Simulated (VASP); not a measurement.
# CdS3 (P4/mmm) in VASP: relaxation of cell and atoms with PBE

Aim: the relaxation of cell and atoms of CdS3 with PBE.

Everything below comes from runs of VASP 6.6.1. Logs are shortened: lines on timing, memory, paths and dates and some standing lists are left out, and cuts for length are marked.

## Step 1: The cell of the first run

It takes space group P4/mmm (No. 123, tetragonal). The conventional cell has a = 3.072 Å, b = 3.072 Å, c = 10.111 Å, α = 90.00°, β = 90.00°, γ = 90.00°. Cd (site symmetry 4/mmm) has 4 Cd at 3.07 Å and 8 S at 3.46 Å within 4.0 Å. S (site symmetry 4mm) has 8 S at 3.07 to 3.21 Å and 4 Cd at 3.46 Å within 4.0 Å. Within 4.0 Å of S (site symmetry 4/mmm) lie 12 S at 3.07 to 3.21 Å.

The cell was generated, and may not be a known phase.

## Step 2: Relaxation of cell and atoms, PBE

Contents of INCAR:

```
PREC     = Accurate       # precision mode
ENCUT    = 630            # plane-wave cutoff, eV
EDIFF    = 1E-7           # SCF threshold, eV
ISMEAR   = 0              # smearing method
SIGMA    = 0.1            # smearing width, eV
LREAL    = F              # projectors in reciprocal space
LASPH    = T              # aspherical terms in the spheres
NELM     = 120            # most SCF steps
ALGO     = Normal         # electronic algorithm
ISIF     = 3              # what is computed and relaxed
LWAVE    = F              # write WAVECAR
LCHARG   = F              # write CHGCAR
GGA      = PE             # functional
IBRION   = 2              # ionic algorithm
NSW      = 90             # ionic steps
EDIFFG   = -0.04          # ionic threshold
GGA_COMPAT= F            
NELMIN   = 4
```

Contents of KPOINTS:

```
Automatic mesh
0
Gamma
  6 6 2
```

Contents of POSCAR:

```
CdS3
1.0
    3.0718743000      0.0000000000      0.0000000000
    0.0000000000      3.0718743000      0.0000000000
    0.0000000000      0.0000000000     10.1113588200
Cd S
1 3
Direct
    0.0000000000      0.0000000000      0.0000000000
    0.5000000000      0.5000000000      0.7342755200
    0.0000000000      0.0000000000      0.5000000000
    0.5000000000      0.5000000000      0.2657244800
```

Potentials or basis: VASP PAW PBE potentials, release 64 (Cd_sv_GW, S).

Command:

```console
$ cat potpaw_PBE.64/Cd_sv_GW/POTCAR potpaw_PBE.64/S/POTCAR > POTCAR
$ mpirun -np 1 vasp_std > vasp.out
```

OUTCAR:

```text
PREC = Accurate
   ENCUT = 630
   EDIFF = 1E-7
   ISMEAR = 0
   LREAL = F
   LASPH = T
   NELM = 120
   ISIF = 3
   GGA = PE
   IBRION = 2
   NSW = 90
   EDIFFG = -0.04
   NELMIN = 4

 ion  position               nearest neighbor table
   1  0.000  0.000  0.000-
   2  0.500  0.500  0.734-
   3  0.000  0.000  0.500-
   4  0.500  0.500  0.266-

  LATTYP: Found a simple tetragonal cell.
 ALAT       =     3.0718743000
 C/A-ratio  =     3.2915926345

  Lattice vectors:

 A1 = (   3.0718743000,   0.0000000000,   0.0000000000)
 A2 = (   0.0000000000,   3.0718743000,   0.0000000000)
 A3 = (   0.0000000000,   0.0000000000,  10.1113588200)

Analysis of symmetry for initial positions (statically):
=====================================================================
 Subroutine PRICEL returns:
 Original cell was already a primitive cell.

 Routine SETGRP: Setting up the symmetry group for a
 simple tetragonal supercell.

 Subroutine GETGRP returns: Found 16 space group operations
 (whereof 16 operations were pure point group operations)
 out of a pool of 16 trial point group operations.

The static configuration has the point symmetry D_4h.

Analysis of symmetry for dynamics (positions and initial velocities):
=====================================================================
 Subroutine PRICEL returns:
 Original cell was already a primitive cell.

 Routine SETGRP: Setting up the symmetry group for a
 simple tetragonal supercell.

 Subroutine GETGRP returns: Found 16 space group operations
 (whereof 16 operations were pure point group operations)
 out of a pool of 16 trial point group operations.

The dynamic configuration has the point symmetry D_4h.

 Subroutine INISYM returns: Found 16 space group operations
 (whereof 16 operations are pure point group operations),
 and found     1 'primitive' translations

----------------------------------------------------------------------------------------

                                     Primitive cell

  volume of cell :      95.4149

  direct lattice vectors                    reciprocal lattice vectors
     3.071874300  0.000000000  0.000000000     0.325534154  0.000000000  0.000000000
     0.000000000  3.071874300  0.000000000     0.000000000  0.325534154  0.000000000
     0.000000000  0.000000000 10.111358820     0.000000000  0.000000000  0.098898676

  length of vectors
     3.071874300  3.071874300 10.111358820     0.325534154  0.325534154  0.098898676

  position of ions in fractional coordinates (direct lattice)
     0.000000000  0.000000000  0.000000000
     0.500000000  0.500000000  0.734275520
     0.000000000  0.000000000  0.500000000
     0.500000000  0.500000000  0.265724480

  ion indices of the primitive-cell ions
   primitive index   ion index
                 1           1
                 2           2
                 3           3
                 4           4

----------------------------------------------------------------------------------------

 KPOINTS: Automatic mesh

Automatic generation of k-mesh.
 Grid dimensions read from file:
 generate k-points for:    6    6    2

 Generating k-lattice:

  Cartesian coordinates                     Fractional coordinates (reciprocal lattice)
     0.054255692  0.000000000  0.000000000     0.166666667  0.000000000  0.000000000
     0.000000000  0.054255692  0.000000000     0.000000000  0.166666667  0.000000000
     0.000000000  0.000000000  0.049449338     0.000000000  0.000000000  0.500000000

  Length of vectors
     0.054255692  0.054255692  0.049449338

  Shift w.r.t. Gamma in fractional coordinates (k-lattice)
     0.000000000  0.000000000  0.000000000

 Subroutine IBZKPT returns following result:
 ===========================================

 Found     20 irreducible k-points:

 Following reciprocal coordinates:
            Coordinates               Weight
  0.000000  0.000000  0.000000      1.000000
  0.166667  0.000000  0.000000      4.000000
  0.333333  0.000000  0.000000      4.000000
  0.500000  0.000000  0.000000      2.000000
  0.166667  0.166667  0.000000      4.000000
  0.333333  0.166667  0.000000      8.000000
[... 12 lines left out ...]
  0.500000  0.333333  0.500000      4.000000
  0.500000  0.500000  0.500000      1.000000
   k-points           NKPTS =     20   k-points in BZ     NKDIM =     20   number of bands    NBANDS=     23
   number of dos      NEDOS =    301   number of ions     NIONS =      4
   total plane-waves  NPLWV =  65856
   dimension x,y,z NGX =    28 NGY =   28 NGZ =   84
   dimension x,y,z NGXF=    56 NGYF=   56 NGZF=  168
   ions per type =               1   3
   NGX,Y,Z   is equivalent  to a cutoff of  15.15, 15.15, 13.81 a.u.
   NGXF,Y,Z  is equivalent  to a cutoff of  30.31, 30.31, 27.62 a.u.
 SYSTEM =  unknown system
   PREC   = accura    normal or accurate (medium, high low for compatibility)
   ISTART =      0    job   : 0-new  1-cont  2-samecut
   ICHARG =      2    charge: 1-file 2-atom 10-const
   ISPIN  =      1    spin polarized calculation?
   LNONCOLLINEAR =      F non collinear calculations
   LSORBIT =      F    spin-orbit coupling
   LASPH  =      T    aspherical Exc in radial PAW
   ENCUT  =  630.0 eV  46.30 Ry    6.80 a.u.   6.29  6.29 20.69*2*pi/ulx,y,z
   NELM   =    120;   NELMIN=  4; NELMDL= -5     # of ELM steps
   EDIFF  = 0.1E-06   stopping-criterion for ELM
   LREAL  =      F    real-space projection
   EDIFFG = -.4E-01   stopping-criterion for IOM
   NSW    =     90    number of steps for IOM
   IBRION =      2    ionic relax: 0-MD 1-quasi-New 2-CG
   NFREE  =      1    steps in history (QN), initial steepest desc. (CG)
   ISIF   =      3    stress and relaxation
   ISYM   =      2    0-nonsym 1-usesym 2-fastsym
   POTIM  = 0.5000    time-step for ionic-motion
   TEBEG  =    0.0;   TEEND  =   0.0 temperature during run
   PSTRESS=    0.0 pullay stress
   NELECT =      38.0000    total number of electrons
   NUPDOWN=      -1.0000    fix difference up-down
   EMIN   =  10.00;   EMAX   =-10.00  energy-range for DOS
   EFERMI =   0.00;   METHOD = LEGACY
   ISMEAR =     0;   SIGMA  =   0.10  broadening in eV -4-tet -1-fermi 0-gaus
   EFERMI_NEDOS =   21; number of points for ismear=-14 and -15
   IALGO  =     38    algorithm
   IMIX   =      4    mixing-type and parameters
     AMIX     =   0.40;   BMIX     =  1.00
     AMIX_MAG =   1.60;   BMIX_MAG =  1.00
  volume/ion in A,a.u.               =      23.85       160.97
  Fermi-wavevector in a.u.,A,eV,Ry     =   1.204473  2.276125 19.738737  1.450756
  Thomas-Fermi vector in A             =   2.340197
   LORBIT       =      0    0 simple, 1 ext, 2 COOP (PROOUT), +10 PAW based schemes
   GGA     = PE    functional components
   LHFCALC =     F    Hartree Fock is set to
   AEXX    =    0.0000 exact exchange contribution
   IVDW    =     0    specifies the selected vdW correction
   LEPSILON=     F    determine dielectric tensor
   LRPA    =     F    only Hartree local field effects (RPA)
 conjugate gradient relaxation of ions
 non-spin polarized calculation
 Gauss-broadening in eV      SIGMA  =   0.10
  energy-cutoff  :      630.00
  volume of cell :       95.41
 maximum number of plane-waves:      3460
 NGX is ok and might be reduce to    28
   NGX = 13   NGY = 13   NGZ = 41

--------------------------------------- Ionic step        1  -------------------------------------------

 number of electron      38.0000008 magnetization

 Free energy of the ion-electron system (eV)
  ---------------------------------------------------
  ext. energy  EPLUGINS =         0.00000000
  ---------------------------------------------------
  free energy    TOTEN  =        -8.71146553 eV

  energy without entropy =       -8.68149999  energy(sigma->0) =       -8.69648276

------------------------ aborting loop because EDIFF is reached ----------------------------------------

  FORCE on cell =-STRESS in cart. coord.  units (eV):
  Direction    XX          YY          ZZ          XY          YZ          ZX
  --------------------------------------------------------------------------------------
  -------------------------------------------------------------------------------------
  Total       -6.2872370     -6.2872370     -4.8151361      0.0000000      0.0000000     -0.0000000
  in kB     -105.5732791   -105.5732791    -80.8542297      0.0000000      0.0000000     -0.0000000
  external PRESSURE =     -97.3335960 kB  Pullay stress =       0.0000000 kB
[... 95 lines left out ...]
  FREE ENERGIE OF THE ION-ELECTRON SYSTEM (eV)
  ---------------------------------------------------
  free  energy   TOTEN  =        -9.6510039082 eV

  energy  without entropy=       -9.6314466266  energy(sigma->0) =       -9.64122527

 E-fermi :   5.6675     XC(G=0): -10.3409

 val. band max:        5.6663583704   @ k =   0.1667   0.0000   0.0000
 cond. band min:       5.7911616670   @ k =   0.5000   0.3333   0.5000
 fundamental gap:      0.1248032966
 Fermi energy:         5.6674683999

 k-point     1 :       0.0000    0.0000    0.0000
  band No.  band energies     occupation
      1     -98.2032      2.00000
      2     -59.1534      2.00000
      3     -59.1534      2.00000
      4     -59.1530      2.00000
      5     -10.1176      2.00000
      6     -10.0061      2.00000
[... 509 lines left out ...]
     22       9.2027      0.00000
     23       9.2170      0.00000

[... ionic steps 4 to 23 ...]

--------------------------------------- Ionic step       24  -------------------------------------------

 number of electron      38.0000004 magnetization

------------------------ aborting loop because EDIFF is reached ----------------------------------------

  FORCE on cell =-STRESS in cart. coord.  units (eV):
  Direction    XX          YY          ZZ          XY          YZ          ZX
  --------------------------------------------------------------------------------------
  -------------------------------------------------------------------------------------
  Total       -0.2945112     -0.2945112      0.2561987      0.0000000      0.0000000      0.0000000
  in kB       -5.5685248     -5.5685248      4.8441237      0.0000000      0.0000000      0.0000000
  external PRESSURE =      -2.0976420 kB  Pullay stress =       0.0000000 kB
[... 61 lines left out ...]
  energy  without entropy=      -10.4360244099  energy(sigma->0) =      -10.44555359

--------------------------------------- Ionic step       26  -------------------------------------------

 number of electron      37.9999996 magnetization

 Free energy of the ion-electron system (eV)
  ---------------------------------------------------
  ext. energy  EPLUGINS =         0.00000000
  ---------------------------------------------------
  free energy    TOTEN  =       -10.45622686 eV

  energy without entropy =      -10.43632447  energy(sigma->0) =      -10.44627567

 E-fermi :   4.6483     XC(G=0):  -9.8559

 val. band max:        4.6189493926   @ k =   0.1667   0.0000   0.0000
 cond. band min:       4.6543031993   @ k =   0.1667   0.1667   0.0000
 fundamental gap:      0.0353538067
 Fermi energy:         4.6483182197

 k-point     1 :       0.0000    0.0000    0.0000
  band No.  band energies     occupation
      1     -99.1307      2.00000
      2     -60.0993      2.00000
      3     -60.0974      2.00000
      4     -60.0974      2.00000
      5     -10.6456      2.00000
      6     -10.5769      2.00000
[... 540 lines left out ...]
  FREE ENERGIE OF THE ION-ELECTRON SYSTEM (eV)
  ---------------------------------------------------
  free  energy   TOTEN  =       -10.4562268614 eV

  energy  without entropy=      -10.4363244742  energy(sigma->0) =      -10.44627567

 reached required accuracy - stopping structural energy minimisation
```

Wall time 29 min (1 thread of AMD EPYC 7R13 (Zen 3), shared host); peak memory 0.27 GiB.

What came out:

```
Free energy                           : -10.4562 eV
Relaxed volume                        : 21.22 Å³/atom
Relaxed cell                          : a = 2.537 Å, b = 2.537 Å, c = 13.186 Å, α = 90.00°, β = 90.00°, γ = 90.00°
Space group after relaxing (to 0.1 Å) : P4/mmm (No. 123)
Energy gained by relaxing             : 436.2 meV/atom
Ionic steps                           : 26
Pressure after relaxing               : 0.0 GPa
Largest force after relaxing          : 0.010 eV/Å
Band gap on the k mesh                : zero (bands 19 and 20 overlap by 4.42 eV)
```

Forces on the atoms (eV/Å):
```
Cd   0.000  0.000  0.000
S    0.000  0.000  0.010
S    0.000  0.000  0.000
S    0.000  0.000 -0.010
```

The path:
```csv
step,energy change (eV),largest force (eV/Å),pressure (GPa),volume (Å³)
1,0.0000,0.2283,-9.73,95.41
2,-0.8844,0.3417,-3.41,76.76
3,-0.9395,0.3385,-0.09,72.55
4,-0.9399,0.3371,0.31,72.13
5,-0.9654,0.2995,0.38,72.09
6,-1.0039,0.1796,1.00,71.86
7,-1.0150,0.1304,1.51,71.73
8,-1.0827,0.0503,2.71,71.43
9,-1.2041,0.1221,5.82,70.58
10,-1.0606,0.5298,18.24,68.03
11,-1.2754,0.2646,8.75,69.86
12,-1.2611,0.4194,12.83,69.00
13,-1.2806,0.3810,11.70,69.23
14,-1.2844,0.3832,11.74,69.27
15,-1.2944,0.3886,11.88,69.40
16,-1.3084,0.3948,12.20,69.66
17,-1.3119,0.4010,12.99,70.14
18,-1.3349,0.3876,12.54,70.47
19,-1.3990,0.3486,11.21,71.46
20,-1.5078,0.2780,8.79,73.46
21,-1.6566,0.1590,4.73,77.56
22,-1.7407,0.0248,-0.94,86.16
23,-1.7430,0.0057,-0.39,85.05
24,-1.7431,0.0002,-0.21,84.74
25,-1.7436,0.0026,-0.17,84.77
26,-1.7448,0.0103,-0.04,84.89
```

Final structure:
```cif
data_structure
_symmetry_space_group_name_H-M 'P 1'
_symmetry_Int_Tables_number 1
_cell_length_a 2.5372
_cell_length_b 2.5372
_cell_length_c 13.1862
_cell_angle_alpha 90.000
_cell_angle_beta 90.000
_cell_angle_gamma 90.000
_cell_volume 84.89
loop_
_atom_site_label
_atom_site_type_symbol
_atom_site_fract_x
_atom_site_fract_y
_atom_site_fract_z
_atom_site_occupancy
Cd1 Cd 0.00000 0.00000 0.00000 1
S1 S 0.50000 0.50000 0.77628 1
S2 S 0.00000 0.00000 0.50000 1
S3 S 0.50000 0.50000 0.22372 1
```

Caveat: a cell axis changed by over 15 % at a fixed basis, so the end point is rough.

The gap in the log of VASP goes by the Fermi energy; the results here count the filled bands.